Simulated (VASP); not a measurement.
## KYMg6: single point with PBE

Crystal: KYMg6.

```xyz
8
Lattice="5.2885 0.0000 0.0000 0.0000 3.4137 5.7594 0.0000 -3.4137 5.7594" Properties=species:S:1:pos:R:3 pbc="T T T"
Y     0.0000    0.0000    9.7545
K     2.6442    0.0000    7.4827
Mg    2.6442    0.0000    1.9173
Mg    2.6442    1.7574    4.7325
Mg    2.6442   -1.7574    4.7325
Mg    0.0000    0.0000    3.9631
Mg    0.0000    1.8113    6.7463
Mg    0.0000   -1.8113    6.7463
```

```
Program                : VASP 6.6.1
Task                   : single point
Functional             : PBE
Potentials or basis    : VASP PAW PBE potentials, release 64 (Y_sv, K_sv, Mg)
Cutoff                 : 520 eV
k mesh                 : 5 × 5 × 5
Occupations            : fermi-dirac, width 0.05 eV
Spin                   : no spin polarisation
Dipole correction      : no
Further INCAR settings : ALGO = Fast; EDIFF = 1e-06; NBANDS = 26
```

```
Pressure               : 1.9 GPa
Largest force          : 0.090 eV/Å
Band gap on the k mesh : zero (band 16 reaches 2.55 eV, above the bottom of band 17 at 2.08 eV)
```

Forces on the atoms (eV/Å):
```
Y    0.000  0.000 -0.090
K    0.000  0.000 -0.059
Mg   0.000  0.000 -0.013
Mg   0.000 -0.041 -0.019
Mg   0.000  0.041 -0.019
Mg   0.000  0.000  0.024
Mg   0.000  0.013  0.088
Mg   0.000 -0.013  0.088
```

Stress tensor (GPa, compression positive):
```
2.04 0.00 0.00
0.00 1.80 0.00
0.00 0.00 1.74
```

Levels at points of the mesh, in eV from the Fermi level:
| k point | band 13 | band 14 | band 15 | band 16 | band 17 | band 18 | band 19 | band 20 |
| --- | --- | --- | --- | --- | --- | --- | --- | --- |
| (0.00, 0.00, 0.00) | -1.70 | -1.43 | -0.83 | -0.58 | 0.04 | 0.43 | 1.08 | 1.80 |

It took 4.7 min on 1 thread of Intel(R) Xeon(R) Platinum 8488C (Sapphire Rapids), on a shared host, peak memory 0.43 GiB.
